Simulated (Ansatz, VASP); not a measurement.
**Two plane-wave programs on Sb**

The input INCAR:

```
SYSTEM = Sb
PREC = Accurate
ENCUT = 500
EDIFF = 1E-6
ISMEAR = -1
SIGMA = 0.1
LREAL = .False.
LASPH = .True.
NELM = 120
ALGO = Normal
ISIF = 2
LWAVE = .False.
LCHARG = .False.
GGA = RE
NBANDS = 8
GGA_COMPAT = .False.
```

Contents of KPOINTS:

```
Automatic mesh
0
Gamma
  11 11 11
  0 0 0
```

The input POSCAR:

```
Sb
1.0
    3.0805948026      0.0000000000      0.0000000000
    0.0000000000      3.0805948026      0.0000000000
    0.0000000000      0.0000000000      3.0805948026
Sb
1
Direct
    0.0000000000      0.0000000000      0.0000000000
```

Input for Ansatz:

```yaml
crystal:
  lattice:
    - [3.0805948026, 0.0, 0.0]
    - [0.0, 3.0805948026, 0.0]
    - [0.0, 0.0, 3.0805948026]
  atoms:
    - { symbol: Sb, position: [0.0, 0.0, 0.0] }
hamiltonian:
  xc: revpbe
  pseudopotentials:
    kind: paw
    azcp:
      Sb: "pseudopotentials/Sb.paw.azcp"
basis:
  ecutwfc: 420
  fft_grid_basis: typed
kpoints:
  mp_grid: { grid: [11, 11, 11], shift: [0, 0, 0] }
magnetization:
  spin_polarized: false
scf:
  occupations: { method: fermi_dirac, width: 0.1 }
  lower_state_search: "off"
output:
  stress: true
  write_density: true
  write_potential: true
  elf: true
  volumetric_format: npy
```

Alike in both runs: task single point; functional revPBE; k mesh 11 × 11 × 11; occupations fermi-dirac, width 0.1 eV; no spin polarisation.

|  | VASP | Ansatz |
| --- | --- | --- |
| version | VASP 6.6.1 | Ansatz 0.2.0 |
| potentials or method | VASP PAW PBE potentials, release 64 (Sb), cutoff 500 eV | plane waves (420 eV) with PAW, scalar-relativistic |
| valence electrons in the cell | 5 | 15 |

```tsv
	VASP	Ansatz	Ansatz less VASP
pressure (GPa)	2.9	2.9	+0.05
```

VASP's potentials were made for PBE, not for revPBE. VASP's potentials hold 5 valence electrons a cell and Ansatz's 15, so a difference there can come from the potentials and not from the codes.

Neither program's run includes spin-orbit coupling.
